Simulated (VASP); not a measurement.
Write the native input for VASP 6.6.1 that does the following.

- Task: single point
- Functional: PBE
- Potentials or basis: VASP PAW PBE potentials, release 64 (Si, B)
- Cutoff: 500 eV
- k mesh: 5 × 5 × 2
- Occupations: gaussian, width 0.2 eV
- Spin: no spin polarisation
- Dipole correction: no
- Further INCAR settings: ALGO = Normal; EDIFF = 1e-06; NBANDS = 21

The structure of Si3B4 lies in POSCAR:

```
Si3B4
1.0
    3.9987198571      0.0000000000      0.0000000000
   -1.9993599286      3.4629929789      0.0000000000
    0.0000000000      0.0000000000      5.2319851279
Si B
3 4
Direct
    0.3333333333      0.6666666667      0.1237716172
    0.6666666667      0.3333333333      0.8762283828
    0.0000000000      0.0000000000      0.5000000000
    0.5000000000      0.0000000000      0.5000000000
    0.0000000000      0.5000000000      0.5000000000
    0.5000000000      0.5000000000      0.5000000000
    0.0000000000      0.0000000000      0.0000000000
```

The cell was built from a structure type or drawn by symmetry, and may not be a known phase.

The input as run:

INCAR

```
SYSTEM = Si3B4
ALGO = Normal
EDIFF = 1E-6
ENCUT = 500
GGA = PE
GGA_COMPAT = .FALSE.
ISIF = 2
ISMEAR = 0
LASPH = .TRUE.
LCHARG = .FALSE.
LREAL = .FALSE.
LWAVE = .FALSE.
NBANDS = 21
NELM = 120
PREC = Accurate
SIGMA = 0.2
```

KPOINTS

```
k-points
0
G
  5 5 2
  0 0 0
```

Potentials or basis: VASP PAW PBE potentials, release 64 (Si, B).

The run is started by

```sh
$ cat potpaw_PBE.64/Si/POTCAR potpaw_PBE.64/B/POTCAR > POTCAR
$ mpirun -np 1 vasp_std > vasp.out
```

It gave:

| Quantity | Value |
| --- | --- |
| Pressure | -0.4 GPa |
| Largest force | 0.026 eV/Å |
| Band gap on the k mesh | zero (bands 12 and 13 overlap by 2.51 eV) |

Caveat: the k points lie up to 0.60 Å⁻¹ apart, too coarse for converged energies and pressures of a metal.

Run time: 10 s on 1 thread of Intel(R) Xeon(R) 6975P-C (Granite Rapids) (shared host), peak memory 0.17 GiB.
